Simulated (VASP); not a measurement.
Wanted: the native input for a VASP 6.6.1 run.

```yaml
Task: single point
Functional: PBEsol
Potentials_or_basis: VASP PAW PBE potentials, release 64 (Al, Cu)
Cutoff: 520 eV
k_mesh: 12 × 12 × 6
Occupations: gaussian, width 0.1 eV
Spin: no spin polarisation
Dipole_correction: no
Further_INCAR_settings: ALGO = Fast; EDIFF = 1e-07; NBANDS = 24
```

The structure of Al3Cu2 lies in POSCAR:

```
Al3Cu2
1.0
    4.0919516368      0.0000000000      0.0000000000
   -2.0459758184      3.5437340685      0.0000000000
    0.0000000000      0.0000000000      4.9927787000
Al Cu
3 2
Direct
    0.0000000000      0.0000000000      0.0000000000
    0.3333333333      0.6666666667      0.3499253500
    0.6666666667      0.3333333333      0.6500746500
    0.3333333333      0.6666666667      0.8395121300
    0.6666666667      0.3333333333      0.1604878700
```

The input as run:

INCAR

```
SYSTEM = Al3Cu2
PREC = Accurate
ENCUT = 520
EDIFF = 1E-7
ISMEAR = 0
SIGMA = 0.1
LREAL = .False.
LASPH = .True.
NELM = 60
ALGO = Fast
ISIF = 2
LWAVE = .False.
LCHARG = .False.
GGA = PS
NBANDS = 24
```

KPOINTS

```
regular mesh
0
Gamma
  12 12 6
  0 0 0
```

Potentials or basis: VASP PAW PBE potentials, release 64 (Al, Cu).

Run with:

```bash
$ cat potpaw_PBE.64/Al/POTCAR potpaw_PBE.64/Cu/POTCAR > POTCAR
$ mpirun -np 1 vasp_std > vasp.out
```

Results of the run:

```
Pressure               : 0.5 GPa
Largest force          : 0.059 eV/Å
Band gap on the k mesh : zero (an odd number of electrons rules out a gap without spin polarisation)
```

Caveat: the PAW data sets were made with another functional, which shifts forces and pressure a little.

It took 2 min on 1 thread of Intel(R) Xeon(R) 6975P-C (Granite Rapids), on a shared host, peak memory 0.28 GiB.
